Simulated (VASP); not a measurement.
ZrSi2, 3 atoms in the cell. The structure is hexagonal, space group P6/mmm (No. 191). The conventional cell has a = 3.732 Å, b = 3.732 Å, c = 4.029 Å, α = 90.00°, β = 90.00°, γ = 120.00°. Zr (site symmetry 6/mmm) has 12 Si at 2.95 Å and 6 Zr at 3.73 Å within 3.9 Å. Si (site symmetry -6m2) has 3 Si at 2.15 Å within 2.9 Å. 

| Item | Value |
| --- | --- |
| Program | VASP 6.6.1 |
| Task | single point |
| Functional | r2SCAN |
| Potentials or basis | VASP PAW PBE potentials, release 64 (Zr_sv, Si) |
| Cutoff | 520 eV |
| k mesh | 6 × 6 × 4 |
| Occupations | gaussian, width 0.1 eV |
| Spin | no spin polarisation |
| Dipole correction | no |
| Further INCAR settings | ALGO = Normal; EDIFF = 1e-06; NBANDS = 17 |

Potentials or basis: VASP PAW PBE potentials, release 64 (Zr_sv, Si).

Command:

```sh
$ cat potpaw_PBE.64/Zr_sv/POTCAR potpaw_PBE.64/Si/POTCAR > POTCAR
$ cp INCAR.step1 INCAR
$ mpirun -np 1 vasp_std > vasp.out
$ cp INCAR.step2 INCAR
$ mpirun -np 1 vasp_std > vasp.out
```

Hardware: 1 thread of Intel(R) Xeon(R) Platinum 8559C (Emerald Rapids) (shared host).

Task: How long does it take, and how much memory?

Result: Wall time 62 s on 1 thread of Intel(R) Xeon(R) Platinum 8559C (Emerald Rapids), on a shared host, peak memory 0.16 GiB. Counts: k points 21.
